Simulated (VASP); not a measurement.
Here is a VASP 6.6.1 calculation.

INCAR

```
ALGO = Normal ; EDIFF = 1E-7
EDIFFG = -0.08 ; ENCUT = 500
GGA = PE ; GGA_COMPAT = F
IBRION = 2 ; ISIF = 3
ISMEAR = 0 ; LASPH = T
LCHARG = F ; LMAXMIX = 6
LREAL = F ; LWAVE = F
NELM = 200 ; NELMIN = 4
NSW = 36 ; PREC = Accurate
SIGMA = 0.2
```

KPOINTS

```
k-points
0
Gamma
  6 6 3
```

The input POSCAR:

```
NdMo
1.0
    3.7261067200      0.0000000000      0.0000000000
   -1.8630533600      3.2269030700      0.0000000000
    0.0000000000      0.0000000000      8.6039563100
Nd Mo
2 2
Direct
    0.0000000000      0.0000000000      0.2978968000
    0.0000000000      0.0000000000      0.7021032000
    0.3333333300      0.6666666700      0.5000000000
    0.6666666700      0.3333333300      0.5000000000
```

Potentials or basis: VASP PAW PBE potentials, release 64 (Nd_3, Mo_sv), 4f in core.

Launch:

```sh
$ cat potpaw_PBE.64/Nd_3/POTCAR potpaw_PBE.64/Mo_sv/POTCAR > POTCAR
$ mpirun -np 1 vasp_std > vasp.out
```

Estimate the relaxed volume.

31.08 Å³/atom.

Predict the space group after relaxing (to 0.1 Å).

P6/mmm (No. 191).

What does it give for the band gap on the k mesh?

Zero (bands 25 and 26 overlap by 0.43 eV).

Predict the relaxed cell.

a = 4.150 Å, b = 4.150 Å, c = 8.338 Å, α = 90.00°, β = 90.00°, γ = 120.00°.

Final structure:
```yaml
crystal:
  lattice:
    - [4.14963, 0.00000, 0.00000]
    - [-2.07482, 3.59369, 0.00000]
    - [0.00000, 0.00000, 8.33787]
  atoms:
    - { symbol: Nd, position: [0.00000, 0.00000, 0.22480] }
    - { symbol: Nd, position: [0.00000, 0.00000, 0.77520] }
    - { symbol: Mo, position: [0.33333, 0.66667, 0.50000] }
    - { symbol: Mo, position: [0.66667, 0.33333, 0.50000] }
```

Caveat: the volume moved by over 15 % at a fixed basis, so the end points are rough; spin-orbit coupling is left out, which moves the levels of the heavy elements; the 4f electrons are frozen in the core, so they carry no moment and show no levels. Spin polarisation is off, so any magnetic state and its effect on volume and gap are missing.
